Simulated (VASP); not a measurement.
# Cu (I4/mmm) in VASP: relaxation of shape and atoms at fixed volume with PBE

Aim: the relaxation of shape and atoms at fixed volume of Cu with PBE.

All numbers are computed with VASP 6.6.1; they aren't measurements. Logs are shortened: lines on timing, memory, paths and dates and some standing lists are left out, and cuts for length are marked.

## Step 1: The cell of the first run

The typed cell holds 1 atom: a = 2.649 Å, b = 2.649 Å, c = 2.649 Å, α = 119.98°, β = 119.98°, γ = 90.03°.

## Step 2: Relaxation of shape and atoms at fixed volume, PBE (13.15 Å³/atom)

Contents of INCAR:

```
SYSTEM = Cu
PREC     = Accurate       ! precision mode
ENCUT    = 600            ! plane-wave cutoff, eV
EDIFF    = 1E-6           ! SCF threshold, eV
ISMEAR   = 0              ! smearing method
SIGMA    = 0.1            ! smearing width, eV
LREAL    = .FALSE.        ! projectors in reciprocal space
LASPH    = .TRUE.         ! aspherical terms in the spheres
NELM     = 100            ! most SCF steps
ALGO     = Fast           ! electronic algorithm
ISIF     = 4              ! what is computed and relaxed
LWAVE    = .FALSE.        ! write WAVECAR
LCHARG   = .FALSE.        ! write CHGCAR
GGA      = PE             ! functional
IBRION   = 2              ! ionic algorithm
NSW      = 50             ! ionic steps
EDIFFG   = -0.01          ! ionic threshold
```

Contents of KPOINTS:

```
Automatic mesh
0
G
  30 30 30
  0 0 0
```

Contents of POSCAR:

```
Cu
1.0
   -1.3248238102      1.3248238102      1.8726061732
    1.3248238102     -1.3248238102      1.8726061732
    1.3248238102      1.3248238102     -1.8726061732
Cu
1
Direct
    0.5000000000      0.5000000000      0.0000000000
```

Potentials or basis: VASP PAW PBE potentials, release 64 (Cu).

On the command line:

```
$ cat potpaw_PBE.64/Cu/POTCAR > POTCAR
$ mpirun -np 1 vasp_std > vasp.out
```

OUTCAR:

```text
SYSTEM = Cu
   PREC = Accurate
   ENCUT = 600
   EDIFF = 1E-6
   ISMEAR = 0
   LREAL = .FALSE.
   LASPH = .TRUE.
   NELM = 100
   ISIF = 4
   GGA = PE
   IBRION = 2
   NSW = 50
   EDIFFG = -0.01

 ion  position               nearest neighbor table
   1  0.500  0.500  0.000-

  LATTYP: Found a body centered tetragonal cell.
 ALAT       =     2.6496476204
 C/A-ratio  =     1.4134756326

  Lattice vectors:

 A1 = (  -1.3248238102,   1.3248238102,   1.8726061732)
 A2 = (   1.3248238102,  -1.3248238102,   1.8726061732)
 A3 = (   1.3248238102,   1.3248238102,  -1.8726061732)

Analysis of symmetry for initial positions (statically):
=====================================================================
 Subroutine PRICEL returns:
 Original cell was already a primitive cell.

 Routine SETGRP: Setting up the symmetry group for a
 body centered tetragonal supercell.

 Subroutine GETGRP returns: Found 16 space group operations
 (whereof 16 operations were pure point group operations)
 out of a pool of 16 trial point group operations.

The static configuration has the point symmetry D_4h.

Analysis of symmetry for dynamics (positions and initial velocities):
=====================================================================
 Subroutine PRICEL returns:
 Original cell was already a primitive cell.

 Routine SETGRP: Setting up the symmetry group for a
 body centered tetragonal supercell.

 Subroutine GETGRP returns: Found 16 space group operations
 (whereof 16 operations were pure point group operations)
 out of a pool of 16 trial point group operations.

The dynamic configuration has the point symmetry D_4h.

 Subroutine INISYM returns: Found 16 space group operations
 (whereof 16 operations are pure point group operations),
 and found     1 'primitive' translations

----------------------------------------------------------------------------------------

                                     Primitive cell

  volume of cell :      13.1469

  direct lattice vectors                    reciprocal lattice vectors
    -1.324823810  1.324823810  1.872606173     0.000000000  0.377408676  0.267007557
     1.324823810 -1.324823810  1.872606173     0.377408676  0.000000000  0.267007557
     1.324823810  1.324823810 -1.872606173     0.377408676  0.377408676  0.000000000

  length of vectors
     2.648956424  2.648956424  2.648956424     0.462309793  0.462309793  0.533736468

  position of ions in fractional coordinates (direct lattice)
     0.500000000  0.500000000  0.000000000

[... 82 lines left out ...]
   ISYM   =      2    0-nonsym 1-usesym 2-fastsym
   POTIM  = 0.5000    time-step for ionic-motion
   TEBEG  =    0.0;   TEEND  =   0.0 temperature during run
   PSTRESS=    0.0 pullay stress
   NELECT =      11.0000    total number of electrons
   NUPDOWN=      -1.0000    fix difference up-down
   EMIN   =  10.00;   EMAX   =-10.00  energy-range for DOS
   EFERMI =   0.00;   METHOD = LEGACY
   ISMEAR =     0;   SIGMA  =   0.10  broadening in eV -4-tet -1-fermi 0-gaus
   EFERMI_NEDOS =   21; number of points for ismear=-14 and -15
   IALGO  =     68    algorithm
   IMIX   =      4    mixing-type and parameters
     AMIX     =   0.40;   BMIX     =  1.00
     AMIX_MAG =   1.60;   BMIX_MAG =  1.00
  volume/ion in A,a.u.               =      13.15        88.72
  Fermi-wavevector in a.u.,A,eV,Ry     =   1.542641  2.915169 32.378339  2.379741
  Thomas-Fermi vector in A             =   2.648417
   LORBIT       =      0    0 simple, 1 ext, 2 COOP (PROOUT), +10 PAW based schemes
   GGA     = PE    functional components
   LHFCALC =     F    Hartree Fock is set to
   AEXX    =    0.0000 exact exchange contribution
   IVDW    =     0    specifies the selected vdW correction
   LEPSILON=     F    determine dielectric tensor
   LRPA    =     F    only Hartree local field effects (RPA)
 conjugate gradient relaxation of ions
 non-spin polarized calculation
 RMM-DIIS sequential band-by-band and
 Gauss-broadening in eV      SIGMA  =   0.10
  energy-cutoff  :      600.00
  volume of cell :       13.15
 maximum number of plane-waves:       452
 NGX is ok and might be reduce to    24
   NGX = 11   NGY = 11   NGZ = 11

 number of electron      11.0000001 magnetization

 Free energy of the ion-electron system (eV)
  ---------------------------------------------------
  ext. energy  EPLUGINS =         0.00000000
  ---------------------------------------------------
  free energy    TOTEN  =        -3.68997408 eV

  energy without entropy =       -3.68852749  energy(sigma->0) =       -3.68925079

 E-fermi :   6.3571     XC(G=0): -12.1161

 val. band max:        6.3531955553   @ k =  -0.4000  -0.4000   0.3333
 cond. band min:       6.3621281412   @ k =  -0.1000   0.5000   0.0333
 fundamental gap:      0.0089325859
 Fermi energy:         6.3571436358

 k-point     1 :       0.0000    0.0000    0.0000
  band No.  band energies     occupation
      1      -2.2365      2.00000
      2       3.6065      2.00000
      3       3.6065      2.00000
      4       3.6086      2.00000
      5       4.3013      2.00000
      6       4.3034      2.00000
      7      28.0589      0.00000
      8      29.8918      0.00000
      9      29.8920      0.00000
[... 265 lines left out ...]
 k-point    24 :       0.2667    0.0333    0.0000
  band No.  band energies     occupation
      1       0.1763      2.00000
      2       3.4115      2.00000
      3       3.7219      2.00000
      4       3.7348      2.00000
      5       4.3778      2.00000
      6       4.4991      2.00000
      7      16.6756      0.00000
      8      25.9025      0.00000
      9      28.1903      0.00000

 [... further k-points ...]

------------------------ aborting loop because EDIFF is reached ----------------------------------------

  FORCE on cell =-STRESS in cart. coord.  units (eV):
  Direction    XX          YY          ZZ          XY          YZ          ZX
  --------------------------------------------------------------------------------------
  -------------------------------------------------------------------------------------
  Total       -0.7844800     -0.7844800     -0.7827509      0.0000000      0.0000000     -0.0000000
  in kB      -95.6026167    -95.6026167    -95.3918976      0.0000000      0.0000000     -0.0000000
  external PRESSURE =     -95.5323770 kB  Pullay stress =       0.0000000 kB

 VOLUME and BASIS-vectors are now :
 -----------------------------------------------------------------------------
  energy-cutoff  :      600.00
  volume of cell :       13.15
      direct lattice vectors                 reciprocal lattice vectors
    -1.324823810  1.324823810  1.872606173     0.000000000  0.377408676  0.267007557
     1.324823810 -1.324823810  1.872606173     0.377408676  0.000000000  0.267007557
     1.324823810  1.324823810 -1.872606173     0.377408676  0.377408676  0.000000000

 POSITION                                       TOTAL-FORCE (eV/Angst)
 -----------------------------------------------------------------------------------
      0.00000      0.00000      1.87261        -0.000000     -0.000000      0.000000
 -----------------------------------------------------------------------------------
    total drift:                               -0.000000      0.000000      0.000000

  FREE ENERGIE OF THE ION-ELECTRON SYSTEM (eV)
  ---------------------------------------------------
  free  energy   TOTEN  =        -3.6899740785 eV

  energy  without entropy=       -3.6885274919  energy(sigma->0) =       -3.68925079

 reached required accuracy - stopping structural energy minimisation
```

OSZICAR:

```text
N       E                     dE             d eps       ncg     rms          rms(c)
DAV:   1     0.380173742210E+02    0.38017E+02   -0.60824E+03 36128   0.220E+03
DAV:   2    -0.411684725697E+01   -0.42134E+02   -0.40163E+02 35987   0.199E+02
DAV:   3    -0.453370232166E+01   -0.41686E+00   -0.41502E+00 42245   0.291E+01
DAV:   4    -0.453657317907E+01   -0.28709E-02   -0.28705E-02 43719   0.222E+00
DAV:   5    -0.453660515078E+01   -0.31972E-04   -0.31971E-04 41930   0.177E-01    0.747E+00
RMM:   6    -0.410049398763E+01    0.43611E+00   -0.59558E+00 35972   0.615E+01    0.488E+00
RMM:   7    -0.369540218874E+01    0.40509E+00   -0.12077E+00 35945   0.296E+01    0.898E-01
RMM:   8    -0.369088394023E+01    0.45182E-02   -0.24980E-02 36137   0.221E+00    0.239E-01
RMM:   9    -0.368986038241E+01    0.10236E-02   -0.53079E-03 36526   0.194E+00    0.243E-02
RMM:  10    -0.368995552422E+01   -0.95142E-04   -0.96347E-04 37924   0.519E-01    0.141E-02
RMM:  11    -0.368997282670E+01   -0.17302E-04   -0.12193E-04 38053   0.199E-01    0.197E-02
RMM:  12    -0.368997283051E+01   -0.38074E-08   -0.36230E-05 36227   0.126E-01    0.544E-03
RMM:  13    -0.368997411469E+01   -0.12842E-05   -0.10864E-05 33913   0.462E-02    0.345E-03
RMM:  14    -0.368997407852E+01    0.36173E-07   -0.13886E-06 25413   0.225E-02
   1 F= -.36899741E+01 E0= -.36892508E+01  d E =-.368997E+01
```

It took 3 min on 1 thread of Intel Xeon Platinum 8175M at 2.50GHz (Skylake/Cascade Lake), shared host; peak memory 0.42 GiB.

What came out:

* Free energy: -3.6900 eV
* Pressure after relaxing: -9.6 GPa
* Band gap on the k mesh: zero (an odd number of electrons rules out a gap without spin polarisation)

Final structure:
```xyz
1
Lattice="-1.3248 1.3248 1.8726 1.3248 -1.3248 1.8726 1.3248 1.3248 -1.8726" Properties=species:S:1:pos:R:3 pbc="T T T"
Cu    0.0000    0.0000    1.8726
```
